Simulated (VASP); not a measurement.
Runs of VASP 6.6.1 on NiO2. The structure is that of space group P6_3/mmc (No. 194), or close to it. The cells are those of the table. 

```tsv
cell	gap on the mesh (eV)	pressure (GPa)	largest force (eV/Å)
a = 2.738, b = 2.738, c = 11.202 Å, angles 90.0, 90.0, 120.0°, 6 atoms	1.24	3.2	0.12
a = 2.862, b = 2.862, c = 10.257 Å, angles 90.0, 90.0, 120.0°, 6 atoms	0.95	-3.8	0.31
a = 2.938, b = 2.938, c = 9.730 Å, angles 90.0, 90.0, 120.0°, 6 atoms	0.72	-8.1	0.45
a = 2.550, b = 2.550, c = 12.916 Å, angles 90.0, 90.0, 120.0°, 6 atoms	1.42	(b)	1.09
a = 2.696, b = 2.696, c = 11.554 Å, angles 90.0, 90.0, 120.0°, 6 atoms	1.33	(c)	0.31
a = 2.619, b = 2.619, c = 12.244 Å, angles 90.0, 90.0, 120.0°, 6 atoms	1.47	9.8	0.70
a = 2.821, b = 2.821, c = 10.552 Å, angles 90.0, 90.0, 120.0°, 6 atoms	1.05	(a)	0.19
a = 2.998, b = 2.998, c = 9.344 Å, angles 90.0, 90.0, 120.0°, 6 atoms	0.53	-11.2	0.48
```

Alike in all rows: task single point; level PBEsol; potentials or basis VASP PAW PBE potentials, release 64 (Ni, O); no spin polarisation; k mesh 12 × 12 × 4; cutoff (eV) 520; smearing gaussian 0.05 eV.

Q: Estimate the missing entries.

A: (a) -1.5; (b) 13.3; (c) 5.5.

Caveats: the PAW data sets were made with another functional, which shifts forces and pressure a little; the run has no spin polarisation, though such a crystal can be magnetic; semilocal functionals underestimate gaps, and a narrow one can read as zero (at least some runs); the stress differs along the axes, from -1 to 5 GPa (at least some runs); the stress differs along the axes, from -7 to 2 GPa (at least some runs); the stress differs along the axes, from -14 to 3 GPa (at least some runs); the stress differs along the axes, from -11 to 25 GPa (at least some runs).

A k mesh can miss the band edges.
